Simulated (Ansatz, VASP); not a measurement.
# As2I3: VASP beside Ansatz

Contents of INCAR:

```
PREC = Accurate ; ENCUT = 520
EDIFF = 1E-7 ; ISMEAR = 0
SIGMA = 0.1 ; LREAL = False
LASPH = True ; NELM = 100
ALGO = Normal ; ISIF = 2
LWAVE = False ; LCHARG = False
GGA = PE ; NBANDS = 24
```

File KPOINTS:

```
Automatic mesh
0
Gamma
  6 6 4
```

POSCAR

```
As2I3
1.0
    4.9693789986      0.0000000000      0.0000000000
   -2.4846894993      4.3036084538      0.0000000000
    0.0000000000      0.0000000000      7.7315465130
As I
2 3
Direct
    0.3333333333      0.6666666667      0.2450000000
    0.6666666667      0.3333333333      0.7550000000
    0.0000000000      0.0000000000      0.0000000000
    0.3333333333      0.6666666667      0.6450000000
    0.6666666667      0.3333333333      0.3550000000
```

Input for Ansatz:

```yaml
crystal:
  lattice:
    - [4.9693789986, 0.0, 0.0]
    - [-2.4846894993, 4.3036084538, 0.0]
    - [0.0, 0.0, 7.731546513]
  atoms:
    - { symbol: As, position: [0.3333333333, 0.6666666667, 0.245] }
    - { symbol: As, position: [0.6666666667, 0.3333333333, 0.755] }
    - { symbol: I, position: [0.0, 0.0, 0.0] }
    - { symbol: I, position: [0.3333333333, 0.6666666667, 0.645] }
    - { symbol: I, position: [0.6666666667, 0.3333333333, 0.355] }
basis:
  ecutwfc: 420
kpoints:
  mp_grid: { grid: [6, 6, 4] }
hamiltonian:
  xc: pbe
scf:
  occupations: { method: gaussian, width: 0.1 }
  lower_state_search: "off"
output:
  forces: true
  stress: true
  eigenvalues: true
```

Alike in both runs: task single point; functional PBE; k mesh 6 × 6 × 4; occupations gaussian, width 0.1 eV; no spin polarisation.

```csv
,VASP,Ansatz
version,VASP 6.6.1,Ansatz 0.2.0
potentials or method,"VASP PAW PBE potentials, release 64 (As, I), cutoff 520 eV","scalar-relativistic, plane waves, PAW"
valence electrons in the cell,31,81
```

```tsv
	VASP	Ansatz	Ansatz less VASP
gap on the k mesh at the Fermi level (eV)	none	none	-
pressure (GPa)	0.5	0.5	+0.02
traceless stress, the component that is largest in VASP (GPa)	1.41	1.41	-0.006
rms of the force components (eV/Å)	0.279	0.279	0.0000
```

Atom by atom the forces differ by 0.001 eV/Å (rms over components). A gap of «none» marks a metal or a gap that the smearing closes. The functional is the same, so the differences come from potentials, cutoffs and numerics. VASP's potentials hold 31 valence electrons a cell and Ansatz's 81, so a difference there can come from the potentials and not from the codes.

Neither program's run includes spin-orbit coupling.
